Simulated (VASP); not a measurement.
Write the native input for VASP 6.6.1 that does the following.

```yaml
Task: relaxation of cell and atoms
Functional: PBE
Potentials_or_basis: VASP PAW PBE potentials, release 64 (Sb)
Cutoff: 600 eV
k_mesh: 15 × 15 × 15
Occupations: fermi-dirac, width 0.08 eV
Spin: no spin polarisation
Target_pressure: 100 GPa
Dipole_correction: no
Further_INCAR_settings: ALGO = Normal; EDIFF = 1e-06; IBRION = 2; EDIFFG = -0.005; NSW = 32; ISIF = 3
```

The structure of Sb lies in POSCAR:

```
Sb
1.0
    2.6026700774      0.0000000000      0.0000000000
    0.0000000000      2.6026700774      0.0000000000
    0.0000000000      0.0000000000      2.6026700774
Sb
1
Direct
    0.0000000000      0.0000000000      0.0000000000
```

One way to write it, as run:

INCAR

```
SYSTEM = Sb
ALGO = Normal
EDIFF = 1E-6
EDIFFG = -0.005
ENCUT = 600
GGA = PE
IBRION = 2
ISIF = 3
ISMEAR = -1
LASPH = .True.
LCHARG = .False.
LREAL = .False.
LWAVE = .False.
NELM = 60
NSW = 32
PREC = Accurate
PSTRESS = 1000.0
SIGMA = 0.08
```

KPOINTS

```
k-points
0
Gamma
  15 15 15
  0 0 0
```

Potentials or basis: VASP PAW PBE potentials, release 64 (Sb).

Launch:

```console
$ cat potpaw_PBE.64/Sb/POTCAR > POTCAR
$ mpirun -np 1 vasp_std > vasp.out
```

Results of the run:

| Quantity | Value |
| --- | --- |
| Relaxed volume | 17.72 Å³/atom |
| Relaxed cell | a = 2.607 Å, b = 2.607 Å, c = 2.607 Å, α = 90.00°, β = 90.00°, γ = 90.00° |
| Space group after relaxing (to 0.05 Å) | Pm-3m (No. 221) |
| Energy change on relaxing (the enthalpy is what falls) | -57.1 meV/atom |
| Ionic steps | 3 |
| Pressure after relaxing | 100.0 GPa |

Caveat: the cell is relaxed towards a set pressure, so the enthalpy falls and the energy may rise.

Wall time 19 s on 1 thread of Intel(R) Xeon(R) Platinum 8488C (Sapphire Rapids), with other jobs on the host, peak memory 0.15 GiB.
